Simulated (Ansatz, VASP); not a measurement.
# Two plane-wave programs on SnO2

```
CELL_PARAMETERS angstrom
-2.14965 2.14965 5.17227
2.14965 -2.14965 5.17227
2.14965 2.14965 -5.17227
ATOMIC_POSITIONS crystal
Sn 0.75000 0.25000 0.50000
Sn 0.00000 0.00000 0.00000
O 0.80024 0.80024 0.00000
O 0.94976 0.44976 0.50000
O 0.19976 0.19976 0.00000
O 0.55024 0.05024 0.50000
```

Alike in both runs: functional PBEsol; k mesh 10 × 10 × 10; occupations gaussian, width 0.05 eV; no spin polarisation.

Ansatz relaxed the structure, and its values are those at the end. VASP's run is a single point on that final structure, the one shown.

|  | VASP | Ansatz |
| --- | --- | --- |
| version | VASP 6.6.1 | Ansatz 0.2.0 |
| potentials or method | VASP PAW PBE potentials, release 64 (Sn_d, O), cutoff 520 eV | scalar-relativistic, plane waves, PAW |
| valence electrons in the cell | 52 | 52 |

|  | VASP | Ansatz | Ansatz less VASP |
| --- | --- | --- | --- |
| gap on the k mesh at the Fermi level (eV) | 0.71 | 0.72 | +0.012 |
| least direct gap on the mesh (eV) | 0.93 | 0.95 | +0.011 |
| pressure (GPa) | -14.2 | -14.6 | -0.37 |
| rms of the force components (eV/Å) | 0.022 | 0.002 | -0.0208 |

VASP's potentials were made for PBE, not for PBEsol, and Ansatz warns of the same on its side. With one functional, cell and mesh, what is left measures potentials, basis and numerics. Ansatz's warnings: stress scf threshold loose.
